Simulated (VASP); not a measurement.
# LiCl in VASP: notebook, part 2 of 2

VASP 6.6.1.

**3. Single point, PBE (xy shear strain of -1 %)**

The input, INCAR:

```
PREC = Accurate
ENCUT = 520
EDIFF = 1E-7
ISMEAR = -1
SIGMA = 0.03
LREAL = False
LASPH = True
NELM = 100
ALGO = Normal
ISIF = 2
LWAVE = False
LCHARG = False
GGA = PE
NBANDS = 12
```

The input, KPOINTS:

```
Automatic mesh
0
Gamma
  9 9 9
```

The input, POSCAR:

```
LiCl
1.0
   -0.0128238000      2.5647600000      2.5647600000
    2.5647600000     -0.0128238000      2.5647600000
    2.5519362000      2.5519362000      0.0000000000
Li Cl
1 1
Direct
    0.0000000000      0.0000000000      0.0000000000
    0.5000000000      0.5000000000      0.5000000000
```

Potentials or basis: VASP PAW PBE potentials, release 64 (Li_sv, Cl).

On the command line:

```console
> cat potpaw_PBE.64/Li_sv/POTCAR potpaw_PBE.64/Cl/POTCAR > POTCAR
> mpirun -np 1 vasp_std > vasp.out
```

It took 71 s on 1 thread of Intel Xeon Platinum 8488C (Sapphire Rapids), shared host; peak memory 0.18 GiB.

It converged, with:

- Free energy: -7.3855 eV
- Band gap on the k mesh: 6.31 eV, direct

Levels at points of the mesh, in eV from the valence-band top:
```
           k point  band 1  band 2  band 3  band 4  band 5  band 6  band 7  band 8  band 9  band 10
(0.00, 0.00, 0.00)  -43.55  -13.43   -0.06   -0.03    0.00    6.31   11.83   11.91   11.99    14.48
```

Caveat: the cell differs from its parent crystal (xy shear strain of -1 %); the cutoff is under 1.25 times the usual one of these potentials, so pressure, stress and relaxed cells hold a basis-set (Pulay) error. A k mesh can miss the band edges.

**4. Single point, PBE (volume scaled by 0.9405)**

The input, INCAR:

```
ALGO = Normal ; EDIFF = 1E-7
ENCUT = 520 ; GGA = PE
ISIF = 2 ; ISMEAR = -1
LASPH = True ; LCHARG = False
LREAL = False ; LWAVE = False
NBANDS = 12 ; NELM = 60
PREC = Accurate ; SIGMA = 0.03
```

The input, KPOINTS:

```
k-points
0
Gamma
  9 9 9
```

The input, POSCAR:

```
LiCl
1.0
    0.0000000000      2.5128486508      2.5128486508
    2.5128486508      0.0000000000      2.5128486508
    2.5128486508      2.5128486508      0.0000000000
Li Cl
1 1
Direct
    0.0000000000      0.0000000000      0.0000000000
    0.5000000000      0.5000000000      0.5000000000
```

Potentials or basis: VASP PAW PBE potentials, release 64 (Li_sv, Cl).

On the command line:

```console
> cat potpaw_PBE.64/Li_sv/POTCAR potpaw_PBE.64/Cl/POTCAR > POTCAR
> mpirun -np 1 vasp_std > vasp.out
```

OUTCAR:

```text
EDIFF = 1E-7
   ENCUT = 520
   GGA = PE
   ISIF = 2
   ISMEAR = -1
   LASPH = True
   LREAL = False
   NELM = 60
   PREC = Accurate

 ion  position               nearest neighbor table
   1  0.000  0.000  0.000-   2 2.51   2 2.51   2 2.51   2 2.51   2 2.51   2 2.51
   2  0.500  0.500  0.500-   1 2.51   1 2.51   1 2.51   1 2.51   1 2.51   1 2.51

  LATTYP: Found a face centered cubic cell.
 ALAT       =     5.0256973016

  Lattice vectors:

 A1 = (   0.0000000000,   2.5128486508,   2.5128486508)
 A2 = (   2.5128486508,   0.0000000000,   2.5128486508)
 A3 = (   2.5128486508,   2.5128486508,   0.0000000000)

Analysis of symmetry for initial positions (statically):
=====================================================================
 Subroutine PRICEL returns:
 Original cell was already a primitive cell.

 Routine SETGRP: Setting up the symmetry group for a
 face centered cubic supercell.

 Subroutine GETGRP returns: Found 48 space group operations
 (whereof 48 operations were pure point group operations)
 out of a pool of 48 trial point group operations.

The static configuration has the point symmetry O_h .

[... 174 lines left out ...]
      5       1.0581      2.00000
      6       7.7680      0.00000
      7      13.0423      0.00000
      8      13.0423      0.00000
      9      13.0423      0.00000
     10      15.8502      0.00000
     11      15.8503      0.00000
     12      15.9581      0.00000
[... 331 lines left out ...]
 k-point    24 :       0.4444    0.4444    0.0000
  band No.  band energies     occupation
      1     -42.3614      2.00000
      2     -11.6550      2.00000
      3      -2.0310      2.00000
      4      -0.1296      2.00000
      5      -0.1296      2.00000
      6       9.1390      0.00000
      7       9.3176      0.00000
      8      13.7420      0.00000
      9      15.4785      0.00000
     10      15.4785      0.00000
     11      18.2330      0.00000
     12      20.1467      0.00000

 [... further k-points ...]

------------------------ aborting loop because EDIFF is reached ----------------------------------------

  FORCE on cell =-STRESS in cart. coord.  units (eV):
  Direction    XX          YY          ZZ          XY          YZ          ZX
  --------------------------------------------------------------------------------------
  -------------------------------------------------------------------------------------
  Total        0.5170252      0.5170252      0.5170252      0.0000000      0.0000000      0.0000000
  in kB       26.1031721     26.1031721     26.1031721      0.0000000      0.0000000      0.0000000
  external PRESSURE =      26.1031721 kB  Pullay stress =       0.0000000 kB

 VOLUME and BASIS-vectors are now :
 -----------------------------------------------------------------------------
  energy-cutoff  :      520.00
  volume of cell :       31.73
      direct lattice vectors                 reciprocal lattice vectors
     0.000000000  2.512848651  2.512848651    -0.198977364  0.198977364  0.198977364
     2.512848651  0.000000000  2.512848651     0.198977364 -0.198977364  0.198977364
     2.512848651  2.512848651  0.000000000     0.198977364  0.198977364 -0.198977364

 POSITION                                       TOTAL-FORCE (eV/Angst)
 -----------------------------------------------------------------------------------
      0.00000      0.00000      0.00000         0.000000     -0.000000     -0.000000
      2.51285      2.51285      2.51285        -0.000000      0.000000      0.000000
 -----------------------------------------------------------------------------------
    total drift:                                0.000000      0.000000      0.000000

  FREE ENERGIE OF THE ION-ELECTRON SYSTEM (eV)
  ---------------------------------------------------
  free  energy   TOTEN  =        -7.3671094736 eV

  energy  without entropy=       -7.3671094736  energy(sigma->0) =       -7.36710947
```

Wall time 12 s (1 thread of AMD EPYC 7R13 (Zen 3), shared host); peak memory 0.12 GiB.

What came out:

| Quantity | Value |
| --- | --- |
| Free energy | -7.3671 eV |
| Band gap on the k mesh | 6.71 eV, direct |

Levels at points of the mesh, in eV from the valence-band top:
```
           k point  band 2  band 3  band 4  band 5  band 6  band 7  band 8  band 9
(0.00, 0.00, 0.00)  -13.62    0.00    0.00    0.00    6.71   11.98   11.98   11.98
```

Caveat: the cutoff is under 1.25 times the usual one of these potentials, so pressure, stress and relaxed cells hold a basis-set (Pulay) error. A k mesh can miss the band edges.

**5. Single point, PBE (volume scaled by 0.97)**

The input, INCAR:

```
SYSTEM = LiCl
PREC = Accurate
ENCUT = 520
EDIFF = 1E-6
ISMEAR = -1
SIGMA = 0.03
LREAL = .False.
LASPH = .True.
NELM = 60
ALGO = Normal
ISIF = 2
LWAVE = .False.
LCHARG = .True.
GGA = PE
LELF = .True.
LVHAR = .True.
NBANDS = 12
```

The input, KPOINTS:

```
Automatic mesh
0
Gamma
  9 9 9
  0 0 0
```

The input, POSCAR:

```
LiCl
1.0
    0.0000000000      2.5388515620      2.5388515620
    2.5388515620      0.0000000000      2.5388515620
    2.5388515620      2.5388515620      0.0000000000
Li Cl
1 1
Direct
    0.0000000000      0.0000000000      0.0000000000
    0.5000000000      0.5000000000      0.5000000000
```

Potentials or basis: VASP PAW PBE potentials, release 64 (Li_sv, Cl).

On the command line:

```console
> cat potpaw_PBE.64/Li_sv/POTCAR potpaw_PBE.64/Cl/POTCAR > POTCAR
> mpirun -np 1 vasp_std > vasp.out
```

OUTCAR:

```text
SYSTEM = LiCl
   PREC = Accurate
   ENCUT = 520
   EDIFF = 1E-6
   ISMEAR = -1
   LREAL = .False.
   LASPH = .True.
   NELM = 60
   ISIF = 2
   GGA = PE

 ion  position               nearest neighbor table
   1  0.000  0.000  0.000-   2 2.54   2 2.54   2 2.54   2 2.54   2 2.54   2 2.54
   2  0.500  0.500  0.500-   1 2.54   1 2.54   1 2.54   1 2.54   1 2.54   1 2.54

  LATTYP: Found a face centered cubic cell.
 ALAT       =     5.0777031240

  Lattice vectors:

 A1 = (   0.0000000000,   2.5388515620,   2.5388515620)
 A2 = (   2.5388515620,   0.0000000000,   2.5388515620)
 A3 = (   2.5388515620,   2.5388515620,   0.0000000000)

Analysis of symmetry for initial positions (statically):
=====================================================================
 Subroutine PRICEL returns:
 Original cell was already a primitive cell.

 Routine SETGRP: Setting up the symmetry group for a
 face centered cubic supercell.

 Subroutine GETGRP returns: Found 48 space group operations
 (whereof 48 operations were pure point group operations)
 out of a pool of 48 trial point group operations.

The static configuration has the point symmetry O_h .
[... 166 lines left out ...]
 fundamental gap:      6.5196179561
 Fermi energy:         1.4655974175

 k-point     1 :       0.0000    0.0000    0.0000
  band No.  band energies     occupation
      1     -42.6589      2.00000
      2     -12.6938      2.00000
      3       0.8124      2.00000
      4       0.8124      2.00000
      5       0.8124      2.00000
      6       7.3320      0.00000
      7      12.7752      0.00000
      8      12.7752      0.00000
      9      12.7752      0.00000
     10      15.5235      0.00000
     11      15.5235      0.00000
     12      15.5257      0.00000
[... 331 lines left out ...]
 k-point    24 :       0.4444    0.4444    0.0000
  band No.  band energies     occupation
      1     -42.6548      2.00000
      2     -11.8491      2.00000
      3      -2.1326      2.00000
      4      -0.3154      2.00000
      5      -0.3154      2.00000
      6       8.8248      0.00000
      7       9.1234      0.00000
      8      13.2289      0.00000
      9      15.0030      0.00000
     10      15.0031      0.00000
     11      17.8559      0.00000
     12      19.7289      0.00000

 [... further k-points ...]
[... 5 lines left out ...]
  --------------------------------------------------------------------------------------
  -------------------------------------------------------------------------------------
  Total        0.2819969      0.2819969      0.2819969      0.0000000      0.0000000     -0.0000000
  in kB       13.8042552     13.8042552     13.8042552      0.0000000      0.0000000     -0.0000000
  external PRESSURE =      13.8042552 kB  Pullay stress =       0.0000000 kB

 VOLUME and BASIS-vectors are now :
 -----------------------------------------------------------------------------
  energy-cutoff  :      520.00
  volume of cell :       32.73
      direct lattice vectors                 reciprocal lattice vectors
     0.000000000  2.538851562  2.538851562    -0.196939438  0.196939438  0.196939438
     2.538851562  0.000000000  2.538851562     0.196939438 -0.196939438  0.196939438
     2.538851562  2.538851562  0.000000000     0.196939438  0.196939438 -0.196939438

 POSITION                                       TOTAL-FORCE (eV/Angst)
 -----------------------------------------------------------------------------------
      0.00000      0.00000      0.00000         0.000000      0.000000      0.000000
      2.53885      2.53885      2.53885        -0.000000     -0.000000     -0.000000
 -----------------------------------------------------------------------------------
    total drift:                                0.000000      0.000000      0.000000

  FREE ENERGIE OF THE ION-ELECTRON SYSTEM (eV)
  ---------------------------------------------------
  free  energy   TOTEN  =        -7.3799958869 eV

  energy  without entropy=       -7.3799958869  energy(sigma->0) =       -7.37999589
```

Run time: 11 s. Hardware: 1 thread of AMD EPYC 7R13 (Zen 3), shared host; peak memory 0.12 GiB.

What came out:

```yaml
Free_energy: -7.3800 eV
Band_gap_on_the_k_mesh: 6.52 eV, direct
```

Levels at points of the mesh, in eV from the valence-band top:
```csv
k point,band 1,band 2,band 3,band 4,band 5,band 6,band 7,band 8,band 9,band 10
"(0.00, 0.00, 0.00)",-43.47,-13.51,0.00,0.00,0.00,6.52,11.96,11.96,11.96,14.71
```

Caveat: the cutoff is under 1.25 times the usual one of these potentials, so pressure, stress and relaxed cells hold a basis-set (Pulay) error.

**6. Overview**

```csv
cell,gap on the mesh (eV)
"a = 3.627 Å, angles 60.0°, 2 atoms",6.34
"a = 3.627, b = 3.627, c = 3.609 Å, angles 60.2, 60.2, 60.3°, 2 atoms",6.31
"a = 3.554 Å, angles 60.0°, 2 atoms",6.71
"a = 3.590 Å, angles 60.0°, 2 atoms",6.52
```

Alike in all rows: task single point; level PBE; potentials or basis VASP PAW PBE potentials, release 64 (Li_sv, Cl); no spin polarisation; k mesh 9 × 9 × 9; cutoff (eV) 520; smearing fermi-dirac 0.03 eV.

Caveats: the cutoff is under 1.25 times the usual one of these potentials, so pressure, stress and relaxed cells hold a basis-set (Pulay) error.

Absolute energies hang on the potentials; compare differences alone.
